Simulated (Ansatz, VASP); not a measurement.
# BN in VASP and in Ansatz

```xyz
4
Lattice="2.4982 0.0000 0.0000 -1.2491 2.1635 0.0000 0.0000 0.0000 6.6357" Properties=species:S:1:pos:R:3 pbc="T T T"
B     0.0000    1.4424    1.6589
B     1.2491    0.7212    4.9768
N     0.0000    1.4424    4.9768
N     1.2491    0.7212    1.6589
```

Alike in both runs: task single point; functional B3LYP; k mesh 5 × 5 × 2; no spin polarisation.

|  | VASP | Ansatz |
| --- | --- | --- |
| version | VASP 6.6.1 | Ansatz 0.2.0 |
| potentials or method | VASP PAW PBE potentials, release 64 (B, N), cutoff 520 eV | plane waves, PAW |
| occupations | gaussian, width 0.01 eV | fixed |
| valence electrons in the cell | 16 | 16 |

```csv
,VASP,Ansatz,Ansatz less VASP
gap on the k mesh at the Fermi level (eV),6.49,6.46,-0.034
```

VASP's potentials were made for PBE, not for B3LYP.

The k mesh is coarse, so the values compare programs but aren't converged.
